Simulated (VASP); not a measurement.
Here is a VASP 6.6.1 calculation.

The input POSCAR:

```
I
1.0
    3.8286044877     -2.2952535244      0.0000000000
    3.8286044877      2.2952535244      0.0000000000
    0.0000000000      0.0000000000      9.8625309712
I
4
Direct
    0.8437487510      0.1562512490      0.1202779808
    0.1562512490      0.8437487510      0.8797220192
    0.3437487510      0.6562512490      0.3797220192
    0.6562512490      0.3437487510      0.6202779808
```

The input INCAR.step1:

```
ALGO = Normal ; EDIFF = 1E-4
ENCUT = 520 ; GGA = PE
ISMEAR = 0 ; LASPH = T
LCHARG = F ; LREAL = F
LWAVE = T ; NBANDS = 22
NELM = 80 ; PREC = Accurate
SIGMA = 0.05
```

Contents of INCAR.step2:

```
ALGO = Normal ; EDIFF = 1E-6
ENCUT = 520 ; ISIF = 2
ISMEAR = 0 ; ISTART = 1
LASPH = T ; LCHARG = T
LELF = T ; LMIXTAU = T
LREAL = F ; LVHAR = T
LWAVE = F ; METAGGA = R2SCAN
NBANDS = 22 ; NELM = 80
PREC = Accurate ; SIGMA = 0.05
```

File KPOINTS:

```
k-points
0
Gamma
  6 6 4
```

Potentials or basis: VASP PAW PBE potentials, release 64 (I).

The run is started by

```sh
$ cat potpaw_PBE.64/I/POTCAR > POTCAR
$ cp INCAR.step1 INCAR
$ mpirun -np 1 vasp_std > vasp.out
$ cp INCAR.step2 INCAR
$ mpirun -np 1 vasp_std > vasp.out
```

(1) Estimate the largest force.

(2) Predict the band gap on the k mesh.

## Answers

(1) 0.008 eV/Å.

(2) 1.19 eV (least direct gap 1.28 eV).

Caveat: the PAW data sets were made with another functional, which shifts forces and pressure a little; spin-orbit coupling is left out, which moves the levels of the heavy elements.
